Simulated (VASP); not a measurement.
# Sc (P6_3/mmc) in VASP: notebook, part 2 of 2

VASP 6.6.1. The steps go on from the part before.

## Step 3: Single point, PBE

This run uses another cell than the first one, of 24.73 Å³/atom, 0.893 times its volume.

Contents of INCAR:

```
SYSTEM = Sc
ALGO     = Normal         ! electronic algorithm
EDIFF    = 1E-6           ! SCF threshold, eV
ENCUT    = 500            ! plane-wave cutoff, eV
GGA      = PE             ! functional
GGA_COMPAT= .FALSE.      
ISIF     = 2              ! what is computed and relaxed
ISMEAR   = -1             ! smearing method
LASPH    = .TRUE.         ! aspherical terms in the spheres
LCHARG   = .TRUE.         ! write CHGCAR
LELF     = .TRUE.         ! ELF
LREAL    = .FALSE.        ! projectors in reciprocal space
LVHAR    = .TRUE.       
LWAVE    = .FALSE.        ! write WAVECAR
NBANDS   = 18             ! bands
NELM     = 120            ! most SCF steps
PREC     = Accurate       ! precision mode
SIGMA    = 0.1            ! smearing width, eV
```

Contents of KPOINTS:

```
k-points
0
G
  6 6 3
  0 0 0
```

Contents of POSCAR:

```
Sc
1.0
    3.3193628933      0.0000000000      0.0000000000
   -1.6596814467      2.8746525900      0.0000000000
    0.0000000000      0.0000000000      5.1842605001
Sc
2
Direct
    0.3333333333      0.6666666667      0.2500000000
    0.6666666667      0.3333333333      0.7500000000
```

Potentials or basis: VASP PAW PBE potentials, release 64 (Sc_sv).

On the command line:

```sh
$ cat potpaw_PBE.64/Sc_sv/POTCAR > POTCAR
$ mpirun -np 1 vasp_std > vasp.out
```

Run time: 21 s. Hardware: 1 thread of Intel Xeon 8259CL, shared host; peak memory 0.15 GiB.

Results (log left out):

```
Free energy            : -12.5553 eV
Pressure               : 0.0 GPa
Band gap on the k mesh : zero (band 11 reaches 4.29 eV, above the bottom of band 12 at 3.18 eV)
```

Stress tensor (GPa, compression positive):
```
-0.06  0.00  0.00
 0.00 -0.06  0.00
 0.00  0.00  0.05
```

Levels at points of the mesh, in eV from the Fermi level:
| k point | band 9 | band 10 | band 11 | band 12 | band 13 | band 14 |
| --- | --- | --- | --- | --- | --- | --- |
| (0.00, 0.00, 0.00) | -5.12 | -1.62 | 0.58 | 1.61 | 1.61 | 1.84 |
| (0.50, 0.00, 0.00) | -1.60 | -1.04 | -0.66 | -0.33 | 1.29 | 1.35 |

Caveat: the k points lie up to 0.40 Å⁻¹ apart.

## Step 4: Single point, PBE

This run uses another cell than the first one, of 24.73 Å³/atom, 0.893 times its volume.

Contents of INCAR:

```
SYSTEM = Sc
PREC = Accurate
ENCUT = 520
EDIFF = 1E-6
ISMEAR = -1
SIGMA = 0.6
LREAL = .False.
LASPH = .True.
NELM = 100
ALGO = Normal
ISIF = 2
LWAVE = .False.
LCHARG = .False.
GGA = PE
NBANDS = 18
```

Contents of KPOINTS:

```
regular mesh
0
Gamma
  11 11 6
  0 0 0
```

Contents of POSCAR:

```
Sc
1.0
    3.3193628924      0.0000000000      0.0000000000
   -1.6596814462      2.8746525892      0.0000000000
    0.0000000000      0.0000000000      5.1842605006
Sc
2
Direct
    0.3333333333      0.6666666667      0.2500000000
    0.6666666667      0.3333333333      0.7500000000
```

On the command line:

```sh
$ cat potpaw_PBE.64/Sc_sv/POTCAR > POTCAR
$ mpirun -np 1 vasp_std > vasp.out
```

Wall time 1.9 min (1 thread of Intel Xeon 8259CL, shared host); peak memory 0.2 GiB.

Results (log left out):

* Free energy: -14.2994 eV
* Pressure: 4.0 GPa
* Band gap on the k mesh: zero (band 11 reaches 4.76 eV, above the bottom of band 12 at 3.27 eV)

Stress tensor (GPa, compression positive):
```
3.15 0.00 0.00
0.00 3.15 0.00
0.00 0.00 5.57
```

Levels at points of the mesh, in eV from the Fermi level:
| k point | band 8 | band 9 | band 10 | band 11 | band 12 | band 13 |
| --- | --- | --- | --- | --- | --- | --- |
| (0.00, 0.00, 0.00) | -27.59 | -5.15 | -1.61 | 0.56 | 1.71 | 1.71 |
| (0.00, 0.00, 0.50) | -27.65 | -3.61 | -3.61 | 1.05 | 1.05 | 1.63 |

## Step 5: Single point, PBE

This run uses another cell than the first one, of 24.73 Å³/atom, 0.893 times its volume.

Contents of INCAR:

```
SYSTEM = Sc
ALGO = Normal
EDIFF = 1E-7
ENCUT = 520
GGA = PE
ISIF = 2
ISMEAR = -1
LASPH = .True.
LCHARG = .False.
LREAL = .False.
LWAVE = .False.
NBANDS = 18
NELM = 100
PREC = Accurate
SIGMA = 1.0
```

Contents of KPOINTS:

```
k-points
0
Gamma
  11 11 6
  0 0 0
```

POSCAR is that of step 4.

Potentials or basis: VASP PAW PBE potentials, release 64 (Sc_sv).

On the command line:

```sh
$ cat potpaw_PBE.64/Sc_sv/POTCAR > POTCAR
$ mpirun -np 1 vasp_std > vasp.out
```

OUTCAR:

```text
SYSTEM = Sc
   EDIFF = 1E-7
   ENCUT = 520
   GGA = PE
   ISIF = 2
   ISMEAR = -1
   LASPH = .True.
   LREAL = .False.
   NELM = 100
   PREC = Accurate

 ion  position               nearest neighbor table
   1  0.333  0.667  0.250-   2 3.22   2 3.22   2 3.22   2 3.22   2 3.22   2 3.22
   2  0.667  0.333  0.750-   1 3.22   1 3.22   1 3.22   1 3.22   1 3.22   1 3.22

  LATTYP: Found a hexagonal cell.
 ALAT       =     3.3193628924
 C/A-ratio  =     1.5618239610

  Lattice vectors:

 A1 = (   3.3193628924,   0.0000000000,   0.0000000000)
[... 192 lines left out ...]
      5     -23.6330      2.00000
      6     -23.5650      2.00000
[... 481 lines left out ...]
      5     -23.7203      2.00000
      6     -23.6653      2.00000
[... 10 lines left out ...]
     17       6.7272      0.08690
     18       6.9959      0.06711

 [... further k-points ...]
[... 5 lines left out ...]
  --------------------------------------------------------------------------------------
  -------------------------------------------------------------------------------------
  Total        2.1230992      2.1230992      3.0344491      0.0000000      0.0000000     -0.0000000
  in kB       68.7628640     68.7628640     98.2796336      0.0000000      0.0000000     -0.0000000
  external PRESSURE =      78.6017872 kB  Pullay stress =       0.0000000 kB

 VOLUME and BASIS-vectors are now :
 -----------------------------------------------------------------------------
  energy-cutoff  :      520.00
  volume of cell :       49.47
      direct lattice vectors                 reciprocal lattice vectors
     3.319362892  0.000000000  0.000000000     0.301262632  0.173934061  0.000000000
    -1.659681446  2.874652589  0.000000000     0.000000000  0.347868123  0.000000000
     0.000000000  0.000000000  5.184260501     0.000000000  0.000000000  0.192891542

 POSITION                                       TOTAL-FORCE (eV/Angst)
 -----------------------------------------------------------------------------------
     -0.00000      1.91644      1.29607        -0.000000      0.000000      0.000000
      1.65968      0.95822      3.88820         0.000000     -0.000000      0.000000
 -----------------------------------------------------------------------------------
    total drift:                               -0.000000      0.000000     -0.000000

  FREE ENERGIE OF THE ION-ELECTRON SYSTEM (eV)
  ---------------------------------------------------
  free  energy   TOTEN  =       -16.9755455859 eV

  energy  without entropy=       -9.2833526931  energy(sigma->0) =      -13.12944914
```

stdout:

```text
POSCAR found type information on POSCAR Sc
 POSCAR found :  1 types and       2 ions
 scaLAPACK will be used
 LDA part: xc-table for (Slater+PW92), standard interpolation
 POSCAR, INCAR and KPOINTS ok, starting setup
 FFT: planning ... GRIDC
[... 16 lines left out ...]
|     the parameter NBANDS in file INCAR to ensure that the highest band      |
|     is unoccupied at all k-points. It is always recommended to include      |
|     a few unoccupied bands to accelerate the convergence of                 |
|     molecular-dynamics runs (even for insulators or semiconductors),        |
|     since the presence of unoccupied bands improves wavefunction            |
|     prediction and helps to suppress 'band-crossings'.                      |
|                                                                             |
 -----------------------------------------------------------------------------
```

Run time: 5.5 min. Hardware: 1 thread of Intel Xeon 8259CL, shared host; peak memory 0.21 GiB.

Results:

```yaml
Free_energy: -16.9755 eV
Pressure: 7.9 GPa
Band_gap_on_the_k_mesh: zero (band 11 reaches 4.93 eV, above the bottom of band 12 at 3.39 eV)
```

Stress tensor (GPa, compression positive):
```
6.88 0.00 0.00
0.00 6.88 0.00
0.00 0.00 9.83
```

Levels at points of the mesh, in eV from the Fermi level:
```tsv
k point	band 7	band 8	band 9	band 10	band 11	band 12	band 13	band 14
(0.00, 0.00, 0.00)	-27.20	-27.18	-5.07	-1.45	0.65	1.98	1.98	2.25
(0.00, 0.00, 0.50)	-27.23	-27.23	-3.52	-3.52	1.29	1.29	1.90	1.90
```

## Step 6: Overview

| cell | k mesh | cutoff (eV) | smearing | gap on the mesh (eV) | pressure (GPa) |
| --- | --- | --- | --- | --- | --- |
| a = 3.447, b = 3.447, c = 5.384 Å, angles 90.0, 90.0, 120.0°, 2 atoms | 18 × 18 × 10 | 520 | fermi-dirac 0.1 eV | none | -5.0 |
| a = 3.319, b = 3.319, c = 5.184 Å, angles 90.0, 90.0, 120.0°, 2 atoms | 6 × 6 × 3 | 500 | fermi-dirac 0.1 eV | none | 0.0 |
| a = 3.319, b = 3.319, c = 5.184 Å, angles 90.0, 90.0, 120.0°, 2 atoms | 11 × 11 × 6 | 520 | fermi-dirac 0.6 eV | none | 4.0 |
| a = 3.319, b = 3.319, c = 5.184 Å, angles 90.0, 90.0, 120.0°, 2 atoms | 11 × 11 × 6 | 520 | fermi-dirac 1 eV | none | 7.9 |

Alike in all rows: task single point; level PBE; potentials or basis VASP PAW PBE potentials, release 64 (Sc_sv); no spin polarisation.

Caveats: some runs use coarse meshes.

Total energies depend on the potentials used, so only differences within one code and one set of settings carry meaning.
